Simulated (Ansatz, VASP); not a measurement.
## NaH: VASP beside Ansatz

```
CELL_PARAMETERS angstrom
0.00000 2.44000 2.44000
2.44000 0.00000 2.44000
2.44000 2.44000 0.00000
ATOMIC_POSITIONS crystal
Na 0.00000 0.00000 0.00000
H 0.50000 0.50000 0.50000
```

Alike in both runs: task single point; functional PBE; k mesh 14 × 14 × 14; occupations gaussian, width 0.05 eV; no spin polarisation.

|  | VASP | Ansatz |
| --- | --- | --- |
| version | VASP 6.6.1 | Ansatz 0.2.0 |
| potentials or method | VASP PAW PBE potentials, release 64 (Na_pv, H), cutoff 520 eV | scalar-relativistic, plane waves, PAW |
| valence electrons in the cell | 8 | 10 |

|  | VASP | Ansatz | Ansatz less VASP |
| --- | --- | --- | --- |
| gap on the k mesh at the Fermi level (eV) | 3.72 | 3.72 | +0.002 |
| pressure (GPa) | -0.7 | -0.7 | +0.03 |

VASP's potentials hold 8 valence electrons a cell and Ansatz's 10, so a difference there can come from the potentials and not from the codes.
